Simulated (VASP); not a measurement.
Set up this calculation in VASP 6.6.1, as the native input.

```yaml
Task: single point
Functional: PBEsol
Potentials_or_basis: VASP PAW PBE potentials, release 64 (Li_sv)
Cutoff: 520 eV
k_mesh: 13 × 13 × 7
Occupations: fermi-dirac, width 0.1 eV
Spin: no spin polarisation
Dipole_correction: no
Further_INCAR_settings: ALGO = Normal; EDIFF = 1e-06; NBANDS = 10
```

The structure of Li lies in POSCAR:

```
Li
1.0
    2.9732796881      0.0000000000      0.0000000000
   -1.4866398441      2.5749357425      0.0000000000
    0.0000000000      0.0000000000      4.8501431125
Li
2
Direct
    0.3333333333      0.6666666667      0.2500000000
    0.6666666667      0.3333333333      0.7500000000
```

This isn't the form of Li at room conditions, which is bcc.

One way to write it, as run:

INCAR

```
SYSTEM = Li
PREC = Accurate ; ENCUT = 520
EDIFF = 1E-6 ; ISMEAR = -1
SIGMA = 0.1 ; LREAL = .FALSE.
LASPH = .TRUE. ; NELM = 60
ALGO = Normal ; ISIF = 2
LWAVE = .FALSE. ; LCHARG = .FALSE.
GGA = PS ; NBANDS = 10
```

KPOINTS

```
regular mesh
0
G
  13 13 7
  0 0 0
```

Potentials or basis: VASP PAW PBE potentials, release 64 (Li_sv).

Run with:

```sh
$ cat potpaw_PBE.64/Li_sv/POTCAR > POTCAR
$ mpirun -np 1 vasp_std > vasp.out
```

It gave:

```json
{"Band gap on the k mesh": "zero (bands 3 and 4 overlap by 3.87 eV)"}
```

It took 30 s on 1 thread of Intel Xeon 8259CL, with other jobs on the host, peak memory 0.16 GiB.
